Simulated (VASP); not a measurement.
La, 2 atoms in the cell. Symmetry: Fd-3m, No. 227, cubic system. The conventional cell has a = 5.237 Å, b = 5.237 Å, c = 5.237 Å, α = 90.00°, β = 90.00°, γ = 90.00°. La (site symmetry -43m) has 4 La at 2.27 Å within 3.0 Å.  This cell differs from its parent crystal: volume scaled by 0.52.

| Property | Result |
| --- | --- |
| Program | VASP 6.6.1 |
| Task | single point |
| Functional | LDA |
| Potentials or basis | VASP PAW LDA potentials, release 64 (La) |
| Cutoff | 520 eV |
| k mesh | 11 × 11 × 11 |
| Occupations | fermi-dirac, width 0.05 eV |
| Spin | no spin polarisation |
| Dipole correction | no |
| Further INCAR settings | ALGO = Normal; EDIFF = 1e-06; NBANDS = 18 |

Potentials or basis: VASP PAW LDA potentials, release 64 (La).

Command:

```bash
$ cat potpaw_LDA.64/La/POTCAR > POTCAR
$ mpirun -np 1 vasp_std > vasp.out
```

Hardware: 1 thread of Intel(R) Xeon(R) Platinum 8124M CPU @ 3.00GHz (Skylake/Cascade Lake) (shared host).

Q: How long does it take, and how much memory?

A: Run time: 36 s on 1 thread of Intel(R) Xeon(R) Platinum 8124M CPU @ 3.00GHz (Skylake/Cascade Lake) (shared host), peak memory 0.17 GiB. Counts: scf iterations 13, k points 56.
